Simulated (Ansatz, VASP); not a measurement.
**Ga in VASP and in Ansatz**

```
CELL_PARAMETERS angstrom
2.29126 -3.88091 0.00000
2.29126 3.88091 0.00000
0.00000 0.00000 4.58353
ATOMIC_POSITIONS crystal
Ga 0.34510 0.65490 0.41900
Ga 0.15490 0.84510 0.91900
Ga 0.65490 0.34510 0.58100
Ga 0.84510 0.15490 0.08100
```

Alike in both runs: task single point; functional r2SCAN; k mesh 7 × 7 × 6; occupations fermi-dirac, width 0.05 eV; no spin polarisation.

|  | VASP | Ansatz |
| --- | --- | --- |
| version | VASP 6.6.1 | Ansatz 0.2.0 |
| potentials or method | VASP PAW PBE potentials, release 64 (Ga_d) | Ansatz PAW |
| plane-wave cutoff (eV) | 520 | 500 |
| valence electrons in the cell | 52 | 52 |

```csv
,VASP,Ansatz,Ansatz less VASP
gap on the k mesh at the Fermi level (eV),none,none,-
pressure (GPa),-3.2,-3.3,-0.06
"traceless stress, the component that is largest in VASP (GPa)",-0.87,-0.86,+0.014
rms of the force components (eV/Å),0.075,0.079,+0.0033
```

VASP's potentials were made for PBE, not for r2SCAN. Atom by atom the forces differ by 0.007 eV/Å (rms over components). A gap of «none» marks a metal or a gap that the smearing closes.
